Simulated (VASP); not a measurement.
# Ti2CCl2 (I4/mmm) in VASP: a series of runs

The runs below take Ti2CCl2 through single point, relaxation of cell and atoms, with PBE.

Everything below comes from runs of VASP 6.6.1. Logs are shortened: lines on timing, memory, paths and dates and some standing lists are left out, and cuts for length are marked.

**1. The cell of the first run**

Symmetry: I4/mmm, No. 139, tetragonal system. The conventional cell has a = 4.391 Å, b = 4.391 Å, c = 8.461 Å, α = 90.00°, β = 90.00°, γ = 90.00°. Within 3.2 Å of Ti (site symmetry -4m2) lie 4 Cl at 2.34 Å and 4 C at 3.05 Å and 4 Ti at 3.10 Å. C (site symmetry 4/mmm) has 10 Cl at 2.94 to 3.36 Å and 8 Ti at 3.05 Å within 3.9 Å. Cl (site symmetry 4mm) has 4 Ti at 2.34 Å and 1 Cl at 2.59 Å and 1 C at 2.94 Å within 3.1 Å.

**2. Single point, PBE**

INCAR

```
ALGO = Normal
EDIFF = 1E-6
ENCUT = 520
GGA = PE
ISIF = 2
ISMEAR = 0
LASPH = T
LCHARG = F
LREAL = F
LWAVE = F
NBANDS = 29
NELM = 80
PREC = Accurate
SIGMA = 0.1
```

KPOINTS

```
k-points
0
Gamma
  6 6 6
```

POSCAR

```
Ti2CCl2
1.0
   -2.1952532111      2.1952532111      4.2303812281
    2.1952532111     -2.1952532111      4.2303812281
    2.1952532111      2.1952532111     -4.2303812281
Ti C Cl
2 1 2
Direct
    0.2500000000      0.7500000000      0.5000000000
    0.7500000000      0.2500000000      0.5000000000
    0.0000000000      0.0000000000      0.0000000000
    0.6530738231      0.6530738231      0.0000000000
    0.3469261769      0.3469261769      0.0000000000
```

Potentials or basis: VASP PAW PBE potentials, release 64 (Ti_sv, C, Cl).

Command:

```bash
cat potpaw_PBE.64/Ti_sv/POTCAR potpaw_PBE.64/C/POTCAR potpaw_PBE.64/Cl/POTCAR > POTCAR
mpirun -np 1 vasp_std > vasp.out
```

OUTCAR:

```text
EDIFF = 1E-6
   ENCUT = 520
   GGA = PE
   ISIF = 2
   ISMEAR = 0
   LASPH = T
   LREAL = F
   NELM = 80
   PREC = Accurate

 ion  position               nearest neighbor table
   1  0.250  0.750  0.500-   5 2.34   4 2.34   5 2.34   4 2.34
   2  0.750  0.250  0.500-   5 2.34   4 2.34   5 2.34   4 2.34
   3  0.000  0.000  0.000-
   4  0.653  0.653  0.000-   1 2.34   2 2.34   1 2.34   2 2.34   5 2.59
   5  0.347  0.347  0.000-   1 2.34   2 2.34   1 2.34   2 2.34   4 2.59

  LATTYP: Found a body centered tetragonal cell.
 ALAT       =     4.3905064222
 C/A-ratio  =     1.9270584399

  Lattice vectors:

 A1 = (  -2.1952532111,   2.1952532111,   4.2303812281)
 A2 = (   2.1952532111,  -2.1952532111,   4.2303812281)
 A3 = (   2.1952532111,   2.1952532111,  -4.2303812281)

Analysis of symmetry for initial positions (statically):
=====================================================================
 Subroutine PRICEL returns:
 Original cell was already a primitive cell.

 Routine SETGRP: Setting up the symmetry group for a
 body centered tetragonal supercell.

 Subroutine GETGRP returns: Found 16 space group operations
 (whereof 16 operations were pure point group operations)
 out of a pool of 16 trial point group operations.

The static configuration has the point symmetry D_4h.

Analysis of symmetry for dynamics (positions and initial velocities):
=====================================================================
 Subroutine PRICEL returns:
 Original cell was already a primitive cell.

 Routine SETGRP: Setting up the symmetry group for a
 body centered tetragonal supercell.

 Subroutine GETGRP returns: Found 16 space group operations
 (whereof 16 operations were pure point group operations)
 out of a pool of 16 trial point group operations.

The dynamic configuration has the point symmetry D_4h.

 Subroutine INISYM returns: Found 16 space group operations
 (whereof 16 operations are pure point group operations),
 and found     1 'primitive' translations

----------------------------------------------------------------------------------------

                                     Primitive cell

  volume of cell :      81.5471

  direct lattice vectors                    reciprocal lattice vectors
    -2.195253211  2.195253211  4.230381228     0.000000000  0.227764158  0.118192658
     2.195253211 -2.195253211  4.230381228     0.227764158  0.000000000  0.118192658
[... 91 lines left out ...]
   EDIFF  = 0.1E-05   stopping-criterion for ELM
   LREAL  =      F    real-space projection
   EDIFFG = 0.1E-04   stopping-criterion for IOM
   NSW    =      0    number of steps for IOM
   IBRION =     -1    ionic relax: 0-MD 1-quasi-New 2-CG
   NFREE  =      0    steps in history (QN), initial steepest desc. (CG)
   ISIF   =      2    stress and relaxation
   ISYM   =      2    0-nonsym 1-usesym 2-fastsym
   POTIM  = 0.5000    time-step for ionic-motion
   TEBEG  =    0.0;   TEEND  =   0.0 temperature during run
   PSTRESS=    0.0 pullay stress
   NELECT =      42.0000    total number of electrons
   NUPDOWN=      -1.0000    fix difference up-down
   EMIN   =  10.00;   EMAX   =-10.00  energy-range for DOS
   EFERMI =   0.00;   METHOD = LEGACY
   ISMEAR =     0;   SIGMA  =   0.10  broadening in eV -4-tet -1-fermi 0-gaus
   EFERMI_NEDOS =   21; number of points for ismear=-14 and -15
   IALGO  =     38    algorithm
   IMIX   =      4    mixing-type and parameters
     AMIX     =   0.40;   BMIX     =  1.00
     AMIX_MAG =   1.60;   BMIX_MAG =  1.00
  volume/ion in A,a.u.               =      16.31       110.06
  Fermi-wavevector in a.u.,A,eV,Ry     =   1.312265  2.479822 23.429783  1.722041
  Thomas-Fermi vector in A             =   2.442670
   LORBIT       =      0    0 simple, 1 ext, 2 COOP (PROOUT), +10 PAW based schemes
   GGA     = PE    functional components
   LHFCALC =     F    Hartree Fock is set to
   AEXX    =    0.0000 exact exchange contribution
   IVDW    =     0    specifies the selected vdW correction
   LEPSILON=     F    determine dielectric tensor
   LRPA    =     F    only Hartree local field effects (RPA)
 non-spin polarized calculation
 Gauss-broadening in eV      SIGMA  =   0.10
  energy-cutoff  :      520.00
  volume of cell :       81.55
 maximum number of plane-waves:      2240
   NGX = 19   NGY = 19   NGZ = 19

 number of electron      42.0000001 magnetization

 Free energy of the ion-electron system (eV)
  ---------------------------------------------------
  ext. energy  EPLUGINS =         0.00000000
  ---------------------------------------------------
  free energy    TOTEN  =       -25.95365417 eV

  energy without entropy =      -25.94033270  energy(sigma->0) =      -25.94699344

 E-fermi :   7.2147     XC(G=0): -10.6996

 val. band max:        7.1926491285   @ k =   0.3333   0.3333  -0.0000
 cond. band min:       7.2316512258   @ k =  -0.1667   0.1667   0.0000
 fundamental gap:      0.0390020973
 Fermi energy:         7.2146722711

 k-point     1 :       0.0000    0.0000    0.0000
  band No.  band energies     occupation
      1     -50.4717      2.00000
      2     -50.4288      2.00000
      3     -26.8686      2.00000
      4     -26.8686      2.00000
      5     -26.7983      2.00000
      6     -26.7473      2.00000
[... 757 lines left out ...]
     28       9.4438      0.00000
     29       9.7175      0.00000

 [... further k-points ...]

------------------------ aborting loop because EDIFF is reached ----------------------------------------

  FORCE on cell =-STRESS in cart. coord.  units (eV):
  Direction    XX          YY          ZZ          XY          YZ          ZX
  --------------------------------------------------------------------------------------
  -------------------------------------------------------------------------------------
  Total        0.2549559      0.2549559      0.0458631      0.0000000      0.0000000      0.0000000
  in kB        5.0091837      5.0091837      0.9010839      0.0000000      0.0000000      0.0000000
  external PRESSURE =       3.6398171 kB  Pullay stress =       0.0000000 kB

 VOLUME and BASIS-vectors are now :
 -----------------------------------------------------------------------------
  energy-cutoff  :      520.00
  volume of cell :       81.55
      direct lattice vectors                 reciprocal lattice vectors
    -2.195253211  2.195253211  4.230381228     0.000000000  0.227764158  0.118192658
     2.195253211 -2.195253211  4.230381228     0.227764158  0.000000000  0.118192658
     2.195253211  2.195253211 -4.230381228     0.227764158  0.227764158  0.000000000

 POSITION                                       TOTAL-FORCE (eV/Angst)
 -----------------------------------------------------------------------------------
      2.19525      0.00000      2.11519         0.000000      0.000000     -0.000000
      0.00000      2.19525      2.11519         0.000000      0.000000     -0.000000
      0.00000      0.00000      0.00000         0.000000      0.000000     -0.000000
      0.00000      0.00000      5.52550         0.000000      0.000000     -0.009387
      0.00000      0.00000      2.93526        -0.000000     -0.000000      0.009387
 -----------------------------------------------------------------------------------
    total drift:                               -0.000000     -0.000000      0.000000

  FREE ENERGIE OF THE ION-ELECTRON SYSTEM (eV)
  ---------------------------------------------------
  free  energy   TOTEN  =       -25.9536541725 eV

  energy  without entropy=      -25.9403327012  energy(sigma->0) =      -25.94699344
```

OSZICAR:

```text
N       E                     dE             d eps       ncg     rms          rms(c)
DAV:   1     0.506932221338E+03    0.50693E+03   -0.20801E+04  1740   0.160E+03
DAV:   2     0.415171743498E+02   -0.46542E+03   -0.45073E+03  1790   0.465E+02
DAV:   3    -0.271557117680E+02   -0.68673E+02   -0.66760E+02  2852   0.151E+02
DAV:   4    -0.323972700185E+02   -0.52416E+01   -0.52255E+01  2495   0.398E+01
DAV:   5    -0.326786159544E+02   -0.28135E+00   -0.28123E+00  2687   0.742E+00    0.204E+01
DAV:   6    -0.350857068534E+02   -0.24071E+01   -0.20009E+02  2393   0.513E+01    0.197E+01
DAV:   7    -0.262074215239E+02    0.88783E+01   -0.30251E+01  2555   0.356E+01    0.769E+00
DAV:   8    -0.260711628559E+02    0.13626E+00   -0.21969E+00  2226   0.790E+00    0.595E+00
DAV:   9    -0.259991317443E+02    0.72031E-01   -0.14688E+00  2451   0.828E+00    0.193E+00
DAV:  10    -0.259557299740E+02    0.43402E-01   -0.22178E-01  2454   0.356E+00    0.579E-01
DAV:  11    -0.259582030127E+02   -0.24730E-02   -0.62181E-02  2337   0.109E+00    0.624E-01
DAV:  12    -0.259568699466E+02    0.13331E-02   -0.60552E-02  2367   0.990E-01    0.446E-01
DAV:  13    -0.259536317159E+02    0.32382E-02   -0.10406E-02  2334   0.413E-01    0.753E-02
DAV:  14    -0.259536584177E+02   -0.26702E-04   -0.89655E-04  2284   0.113E-01    0.285E-02
DAV:  15    -0.259536544079E+02    0.40098E-05   -0.10304E-04  2447   0.502E-02    0.109E-02
DAV:  16    -0.259536541674E+02    0.24050E-06   -0.11175E-05  2030   0.203E-02    0.363E-03
DAV:  17    -0.259536541725E+02   -0.50413E-08   -0.63256E-07  1318   0.581E-03
   1 F= -.25953654E+02 E0= -.25946993E+02  d E =-.133215E-01
```

Wall time 3.4 min (1 thread of Oxide Virtual Turin-like, shared host); peak memory 0.23 GiB.

Results:

```yaml
Free_energy: -25.9537 eV
Pressure: 0.4 GPa
Largest_force: 0.009 eV/Å
Band_gap_on_the_k_mesh: zero (bands 21 and 22 overlap by 0.72 eV)
```

Forces in eV/Å, atoms in the order of the input:
```
Ti   0.000  0.000  0.000
Ti   0.000  0.000  0.000
C    0.000  0.000  0.000
Cl   0.000  0.000 -0.009
Cl   0.000  0.000  0.009
```

(Continued in part 2 of 2.)

The gap in the log of VASP goes by the Fermi energy; the results here count the filled bands.